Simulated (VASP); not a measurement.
# Cd (P6/mmm) in VASP: further runs, part 2 of 2

VASP 6.6.1. The steps go on from the part before.

**3. Single point, LDA**

The input, INCAR:

```
SYSTEM = Cd
PREC     = Accurate       ! precision mode
ENCUT    = 520            ! plane-wave cutoff, eV
EDIFF    = 1E-7           ! SCF threshold, eV
ISMEAR   = -1             ! smearing method
SIGMA    = 0.08           ! smearing width, eV
LREAL    = .False.        ! projectors in reciprocal space
LASPH    = .True.         ! aspherical terms in the spheres
NELM     = 100            ! most SCF steps
ALGO     = Normal         ! electronic algorithm
ISIF     = 2              ! what is computed and relaxed
LWAVE    = .False.        ! write WAVECAR
LCHARG   = .False.        ! write CHGCAR
GGA      = CA             ! functional
NBANDS   = 12             ! bands
```

The input, KPOINTS:

```
regular mesh
0
Gamma
  16 16 15
  0 0 0
```

The input, POSCAR:

```
Cd
1.0
    2.6724484061      0.0000000000      0.0000000000
   -1.3362242031      2.3144082100      0.0000000000
    0.0000000000      0.0000000000      2.6754050228
Cd
1
Direct
    0.0000000000      0.0000000000      0.0000000000
```

Potentials or basis: VASP PAW LDA potentials, release 64 (Cd).

Launch:

```sh
$ cat potpaw_LDA.64/Cd/POTCAR > POTCAR
$ mpirun -np 1 vasp_std > vasp.out
```

OUTCAR:

```text
SYSTEM = Cd
   PREC = Accurate
   ENCUT = 520
   EDIFF = 1E-7
   ISMEAR = -1
   LREAL = .False.
   LASPH = .True.
   NELM = 100
   ISIF = 2
   GGA = CA

 ion  position               nearest neighbor table
   1  0.000  0.000  0.000-

  LATTYP: Found a hexagonal cell.
 ALAT       =     2.6724484061
 C/A-ratio  =     1.0011063326

  Lattice vectors:

 A1 = (   2.6724484061,   0.0000000000,   0.0000000000)
 A2 = (  -1.3362242031,   2.3144082100,   0.0000000000)
 A3 = (   0.0000000000,   0.0000000000,   2.6754050228)

Analysis of symmetry for initial positions (statically):
=====================================================================
 Subroutine PRICEL returns:
 Original cell was already a primitive cell.

 Routine SETGRP: Setting up the symmetry group for a
 hexagonal supercell.

 Subroutine GETGRP returns: Found 24 space group operations
 (whereof 24 operations were pure point group operations)
 out of a pool of 24 trial point group operations.

The static configuration has the point symmetry D_6h.

Analysis of symmetry for dynamics (positions and initial velocities):
=====================================================================
 Subroutine PRICEL returns:
 Original cell was already a primitive cell.

 Routine SETGRP: Setting up the symmetry group for a
 hexagonal supercell.

 Subroutine GETGRP returns: Found 24 space group operations
 (whereof 24 operations were pure point group operations)
 out of a pool of 24 trial point group operations.

The dynamic configuration has the point symmetry D_6h.

 Subroutine INISYM returns: Found 24 space group operations
 (whereof 24 operations are pure point group operations),
 and found     1 'primitive' translations

----------------------------------------------------------------------------------------

                                     Primitive cell

  volume of cell :      16.5477

  direct lattice vectors                    reciprocal lattice vectors
     2.672448406  0.000000000  0.000000000     0.374188702  0.216037948  0.000000000
    -1.336224203  2.314408210  0.000000000     0.000000000  0.432075896  0.000000000
     0.000000000  0.000000000  2.675405023     0.000000000  0.000000000  0.373775182

  length of vectors
     2.672448406  2.672448406  2.675405023     0.432075896  0.432075896  0.373775182

  position of ions in fractional coordinates (direct lattice)
     0.000000000  0.000000000  0.000000000

  ion indices of the primitive-cell ions
   primitive index   ion index
                 1           1

----------------------------------------------------------------------------------------

 KPOINTS: regular mesh

Automatic generation of k-mesh.
 Grid dimensions read from file:
 generate k-points for:   16   16   15

 Generating k-lattice:

  Cartesian coordinates                     Fractional coordinates (reciprocal lattice)
     0.023386794  0.013502372  0.000000000     0.062500000  0.000000000  0.000000000
     0.000000000  0.027004743  0.000000000     0.000000000  0.062500000  0.000000000
     0.000000000  0.000000000  0.024918345     0.000000000  0.000000000  0.066666667

  Length of vectors
     0.027004743  0.027004743  0.024918345

  Shift w.r.t. Gamma in fractional coordinates (k-lattice)
     0.000000000  0.000000000  0.000000000

 Subroutine IBZKPT returns following result:
 ===========================================

 Found    240 irreducible k-points:

 Following reciprocal coordinates:
            Coordinates               Weight
  0.000000  0.000000  0.000000      1.000000
  0.062500  0.000000  0.000000      6.000000
  0.125000  0.000000  0.000000      6.000000
  0.187500 -0.000000  0.000000      6.000000
  0.250000  0.000000  0.000000      6.000000
  0.312500  0.000000  0.000000      6.000000
[... 16 lines left out ...]
  0.187500  0.187500  0.000000      6.000000
  0.250000  0.187500  0.000000     12.000000
 [... further k-points ...]
   k-points           NKPTS =    240   k-points in BZ     NKDIM =    240   number of bands    NBANDS=     12
   number of dos      NEDOS =    301   number of ions     NIONS =      1
   total plane-waves  NPLWV =   8000
   dimension x,y,z NGX =    20 NGY =   20 NGZ =   20
   dimension x,y,z NGXF=    40 NGYF=   40 NGZF=   40
   ions per type =               1
   NGX,Y,Z   is equivalent  to a cutoff of  12.44, 12.44, 12.43 a.u.
   NGXF,Y,Z  is equivalent  to a cutoff of  24.88, 24.88, 24.86 a.u.
 SYSTEM =  Cd
   PREC   = accura    normal or accurate (medium, high low for compatibility)
   ISTART =      0    job   : 0-new  1-cont  2-samecut
   ICHARG =      2    charge: 1-file 2-atom 10-const
   ISPIN  =      1    spin polarized calculation?
   LNONCOLLINEAR =      F non collinear calculations
   LSORBIT =      F    spin-orbit coupling
   LASPH  =      T    aspherical Exc in radial PAW
   ENCUT  =  520.0 eV  38.22 Ry    6.18 a.u.   4.97  4.97  4.97*2*pi/ulx,y,z
   NELM   =    100;   NELMIN=  2; NELMDL= -5     # of ELM steps
   EDIFF  = 0.1E-06   stopping-criterion for ELM
   LREAL  =      F    real-space projection
   EDIFFG = 0.1E-05   stopping-criterion for IOM
   NSW    =      0    number of steps for IOM
   IBRION =     -1    ionic relax: 0-MD 1-quasi-New 2-CG
   NFREE  =      0    steps in history (QN), initial steepest desc. (CG)
   ISIF   =      2    stress and relaxation
   ISYM   =      2    0-nonsym 1-usesym 2-fastsym
   POTIM  = 0.5000    time-step for ionic-motion
   TEBEG  =    0.0;   TEEND  =   0.0 temperature during run
   PSTRESS=    0.0 pullay stress
   NELECT =      12.0000    total number of electrons
   NUPDOWN=      -1.0000    fix difference up-down
   EMIN   =  10.00;   EMAX   =-10.00  energy-range for DOS
   EFERMI =   0.00;   METHOD = LEGACY
   ISMEAR =    -1;   SIGMA  =   0.08  broadening in eV -4-tet -1-fermi 0-gaus
   EFERMI_NEDOS =   21; number of points for ismear=-14 and -15
   IALGO  =     38    algorithm
   IMIX   =      4    mixing-type and parameters
     AMIX     =   0.40;   BMIX     =  1.00
     AMIX_MAG =   1.60;   BMIX_MAG =  1.00
  volume/ion in A,a.u.               =      16.55       111.67
  Fermi-wavevector in a.u.,A,eV,Ry     =   1.470807  2.779422 29.433112  2.163273
  Thomas-Fermi vector in A             =   2.586019
   LORBIT       =      0    0 simple, 1 ext, 2 COOP (PROOUT), +10 PAW based schemes
   GGA     = CA    functional components
   LHFCALC =     F    Hartree Fock is set to
   AEXX    =    0.0000 exact exchange contribution
   IVDW    =     0    specifies the selected vdW correction
   LEPSILON=     F    determine dielectric tensor
   LRPA    =     F    only Hartree local field effects (RPA)
 non-spin polarized calculation
  energy-cutoff  :      520.00
  volume of cell :       16.55
 maximum number of plane-waves:       457
 NGX is ok and might be reduce to    20
   NGX =  9   NGY =  9   NGZ =  9

 number of electron      12.0000001 magnetization

 Free energy of the ion-electron system (eV)
  ---------------------------------------------------
  ext. energy  EPLUGINS =         0.00000000
  ---------------------------------------------------
  free energy    TOTEN  =        -0.93912066 eV

  energy without entropy =       -0.93193101  energy(sigma->0) =       -0.93552584

 E-fermi :   5.1829     XC(G=0): -12.8025

 val. band max:        5.1752610365   @ k =   0.1875   0.1875   0.4667
 cond. band min:       5.2049429500   @ k =   0.4375   0.0625   0.1333
 fundamental gap:      0.0296819135
 Fermi energy:         5.1829489479

 k-point     1 :       0.0000    0.0000    0.0000
  band No.  band energies     occupation
      1      -6.7720      2.00000
      2      -6.0656      2.00000
      3      -5.2648      2.00000
      4      -5.2648      2.00000
      5      -3.6238      2.00000
      6      -3.6238      2.00000
      7      15.4781      0.00000
      8      20.7593      0.00000
      9      21.2936      0.00000
     10      23.3752      0.00000
     11      23.3752      0.00000
     12      27.0079      0.00000

 k-point     2 :       0.0625    0.0000    0.0000
  band No.  band energies     occupation
      1      -6.7038      2.00000
      2      -5.9740      2.00000
      3      -5.2992      2.00000
      4      -5.1980      2.00000
      5      -3.6726      2.00000
      6      -3.6333      2.00000
      7      15.6666      0.00000
      8      20.3583      0.00000
      9      21.2889      0.00000
     10      22.2832      0.00000
     11      22.6094      0.00000
     12      27.8768      0.00000
[... 316 lines left out ...]
 k-point    24 :       0.2500    0.1875    0.0000
  band No.  band energies     occupation
      1      -5.9906      2.00000
      2      -5.7940      2.00000
      3      -4.5619      2.00000
      4      -4.5173      2.00000
      5      -3.9832      2.00000
      6      -0.4356      2.00000
      7       9.7068      0.00000
      8      11.5774      0.00000
      9      21.4020      0.00000
     10      21.8386      0.00000
     11      27.0496      0.00000
     12      29.5291      0.00000

 [... further k-points ...]
[... 5 lines left out ...]
  --------------------------------------------------------------------------------------
  -------------------------------------------------------------------------------------
  Total        3.8507766      3.8507766      3.8028028     -0.0000000      0.0000000      0.0000000
  in kB      372.8379195    372.8379195    368.1930304     -0.0000000      0.0000000      0.0000000
  external PRESSURE =     371.2896231 kB  Pullay stress =       0.0000000 kB

 VOLUME and BASIS-vectors are now :
 -----------------------------------------------------------------------------
  energy-cutoff  :      520.00
  volume of cell :       16.55
      direct lattice vectors                 reciprocal lattice vectors
     2.672448406  0.000000000  0.000000000     0.374188702  0.216037948  0.000000000
    -1.336224203  2.314408210  0.000000000     0.000000000  0.432075896  0.000000000
     0.000000000  0.000000000  2.675405023     0.000000000  0.000000000  0.373775182

 POSITION                                       TOTAL-FORCE (eV/Angst)
 -----------------------------------------------------------------------------------
      0.00000      0.00000      0.00000        -0.000000      0.000000      0.000000
 -----------------------------------------------------------------------------------
    total drift:                               -0.000000     -0.000000     -0.000000

  FREE ENERGIE OF THE ION-ELECTRON SYSTEM (eV)
  ---------------------------------------------------
  free  energy   TOTEN  =        -0.9391206631 eV

  energy  without entropy=       -0.9319310125  energy(sigma->0) =       -0.93552584
```

Run time: 15 s. Hardware: 1 thread of AMD EPYC 9R45 (Zen 5), shared host; peak memory 0.12 GiB.

Results:

```yaml
Free_energy: -0.9391 eV
Pressure: 37.1 GPa
Band_gap_on_the_k_mesh: zero (bands 6 and 7 overlap by 6.39 eV)
```

Stress tensor (GPa, compression positive):
```
37.28  0.00  0.00
 0.00 37.28  0.00
 0.00  0.00 36.82
```

Levels at points of the mesh, in eV from the Fermi level:
```tsv
k point	band 2	band 3	band 4	band 5	band 6	band 7	band 8	band 9	band 10	band 11
(0.00, 0.00, 0.00)	-11.25	-10.45	-10.45	-8.81	-8.81	10.30	15.58	16.11	18.19	18.19
(0.50, 0.00, 0.00)	-10.88	-9.95	-9.05	-8.44	-3.66	-0.60	10.36	16.14	16.39	17.97
```

Caveat: the cell stands under pressure.
